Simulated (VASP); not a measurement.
The system is AgI.

```
CELL_PARAMETERS angstrom
0.00000 3.28863 3.28863
3.28863 0.00000 3.28863
3.28863 3.28863 0.00000
ATOMIC_POSITIONS crystal
Ag 0.00000 0.00000 0.00000
I 0.25000 0.25000 0.25000
```

Base run:

```yaml
Program: VASP 6.6.1
Functional: r2SCAN
Potentials_or_basis: VASP PAW PBE potentials, release 64 (Ag, I)
Cutoff: 550 eV
k_mesh: 6 × 6 × 6
Occupations: gaussian, width 0.01 eV
Spin: no spin polarisation
```

Its results: band gap on the k mesh 1.79 eV, direct; pressure -0.1 GPa.

**Question.** The run is repeated on the same cell with these changes: functional from r2SCAN to LDA; potentials or basis from VASP PAW PBE potentials, release 64 (Ag, I) to VASP PAW LDA potentials, release 64 (Ag, I); cutoff from 550 eV to 500 eV. What comes out?

**Answer.** Band gap on the k mesh 1.09 eV, direct; pressure -3.3 GPa.

Caveats: spin-orbit coupling is left out, which moves the levels of the heavy elements; the PAW data sets were made with another functional, which shifts forces and pressure a little (some runs).

